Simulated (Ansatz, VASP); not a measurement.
**GaAs in VASP and in Ansatz**

```
CELL_PARAMETERS angstrom
0.00000 2.82685 2.82685
2.82685 0.00000 2.82685
2.82685 2.82685 0.00000
ATOMIC_POSITIONS crystal
As 0.75000 0.75000 0.75000
Ga 0.00000 0.00000 0.00000
```

Alike in both runs: functional PBEsol-based global hybrid with a share of 0.25 of exact exchange; k mesh 4 × 4 × 4; occupations fermi-dirac, width 0.05 eV; no spin polarisation.

```csv
,VASP,Ansatz
version,VASP 6.6.1,Ansatz 0.2.0
potentials or method,"VASP PAW PBE potentials, release 64 (As_d, Ga_d)",Ansatz PAW
plane-wave cutoff (eV),400,420
valence electrons in the cell,28,28
task,single point,band structure
```

Ansatz gave:

| Property | Result |
| --- | --- |
| gap on the k mesh at the Fermi level (eV) | 2.04 |
| least direct gap on the mesh (eV) | 2.04 |

Task: Which values does VASP return?

Result: gap on the k mesh at the Fermi level (eV): 2.09; least direct gap on the mesh (eV): 2.09.

VASP's potentials were made for PBE, not for PBEsol-based global hybrid. The functional is the same, so the differences come from potentials, cutoffs and numerics.

The k mesh is coarse, so the values compare programs but aren't converged.
